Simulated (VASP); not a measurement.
TiO2:

```
Ti O
1.0
     4.59400    0.00000    0.00000
     0.00000    4.59400    0.00000
     0.00000    0.00000    2.95900
Ti O
2 4
Cartesian
  0.0000 0.0000 0.0000
  2.2970 2.2970 1.4795
  1.4058 1.4058 0.0000
  0.8912 3.7028 1.4795
  3.1882 3.1882 0.0000
  3.7028 0.8912 1.4795
```

```yaml
Program: VASP 6.6.1
Task: relaxation of cell and atoms
Functional: PBE
Potentials_or_basis: VASP PAW PBE potentials, release 64 (Ti_sv, O)
Cutoff: 600 eV
k_mesh: 6 × 6 × 10
Occupations: gaussian, width 0.02 eV
Spin: no spin polarisation
```

At the start: pressure 5.9 GPa; volume 10.41 Å³/atom.

Question: Where does the relaxation end?

Answer: Over 9 steps the energy falls by 5.3 meV/atom and the volume is 10.67 Å³/atom (+2.5 %); space group P4_2/mnm (No. 136, to 0.1 Å) before and after.

The path:
```csv
step,energy change (eV),largest force (eV/Å),pressure (GPa),volume (Å³)
1,0.0000,0.2604,5.87,62.45
2,0.0168,0.2383,-6.81,65.96
3,-0.0300,0.0213,-0.13,63.97
4,-0.0299,0.0257,-0.02,63.94
5,-0.0318,0.0009,0.07,63.97
6,-0.0319,0.0083,0.10,63.97
7,-0.0319,0.0062,-0.07,64.03
8,-0.0319,0.0068,-0.04,64.01
9,-0.0319,0.0011,0.00,64.01
```

Final structure:
```xyz
6
Lattice="4.6450 0.0000 0.0000 0.0000 4.6450 0.0000 0.0000 0.0000 2.9669" Properties=species:S:1:pos:R:3 pbc="T T T"
Ti    0.0000    0.0000    2.9669
Ti    2.3225    2.3225    1.4834
O     1.4167    1.4167    2.9669
O     0.9058    3.7392    1.4834
O     3.2283    3.2283    0.0000
O     3.7392    0.9058    1.4834
```
